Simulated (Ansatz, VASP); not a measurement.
**One calculation of NiO, two programs**

File INCAR:

```
SYSTEM = NiO
  PREC = Accurate
  ENCUT = 520
  EDIFF = 1E-6
  ISMEAR = 0
  SIGMA = 0.15
  LREAL = .False.
  LASPH = .True.
  NELM = 150
  ALGO = Normal
  ISIF = 2
  LWAVE = .False.
  LCHARG = .False.
  ISPIN = 2
  MAGMOM = 1.61 0.33
  LORBIT = 11
  LMAXMIX = 4
  GGA = PE
  NBANDS = 19
```

Contents of KPOINTS:

```
Automatic mesh
0
Gamma
  20 20 20
  0 0 0
```

The input POSCAR:

```
NiO
1.0
    0.0000000000      1.9867445000      2.1958755000
    1.9867445000      0.0000000000      2.1958755000
    1.9867445000      1.9867445000      0.0000000000
Ni O
1 1
Direct
    0.0000000000      0.0000000000      0.0000000000
    0.5000000000      0.5000000000      0.5000000000
```

Input for Ansatz:

```yaml
crystal:
  lattice:
    - [0.0, 1.9867445, 2.1958755]
    - [1.9867445, 0.0, 2.1958755]
    - [1.9867445, 1.9867445, 0.0]
  atoms:
    - { symbol: Ni, position: [0.0, 0.0, 0.0], spin: 1.61 }
    - { symbol: O, position: [0.5, 0.5, 0.5], spin: 0.33 }
basis:
  ecutwfc: 420
kpoints:
  mp_grid: { grid: [20, 20, 20] }
hamiltonian:
  xc: pbe
scf:
  occupations: { method: gaussian, width: 0.15 }
output:
  forces: true
  stress: true
  eigenvalues: true
  populations: true
magnetization:
  spin_polarized: true
```

Change from the starting cell: strain -0.050 along x and y, +0.050 along z, atoms carried along.

Alike in both runs: task single point; functional PBE; k mesh 20 × 20 × 20; occupations gaussian, width 0.15 eV; collinear spin.

```csv
,VASP,Ansatz
version,VASP 6.6.1,Ansatz 0.2.0
potentials or method,"VASP PAW PBE potentials, release 64 (Ni, O), cutoff 520 eV","scalar-relativistic, plane waves, PAW"
valence electrons in the cell,16,24
```

Ansatz gave:

```
gap on the k mesh at the Fermi level (eV)                     : none
pressure (GPa)                                                : 17.8
traceless stress, the component that is largest in VASP (GPa) : -8.23
net moment per atom (μB)                                      : 0.75
size of the moment on the site where the two differ most (μB) : 0.23
```

Question: Estimate VASP's values.

Answer: gap on the k mesh at the Fermi level (eV): none; pressure (GPa): 17.7; traceless stress, the component that is largest in VASP (GPa): -8.55; net moment per atom (μB): 0.73; size of the moment on the site where the two differ most (μB): 0.21.

Site moments also hang on the region over which each program counts them. A gap of «none» marks a metal or a gap that the smearing closes. VASP's potentials hold 16 valence electrons a cell and Ansatz's 24, so a difference there can come from the potentials and not from the codes.
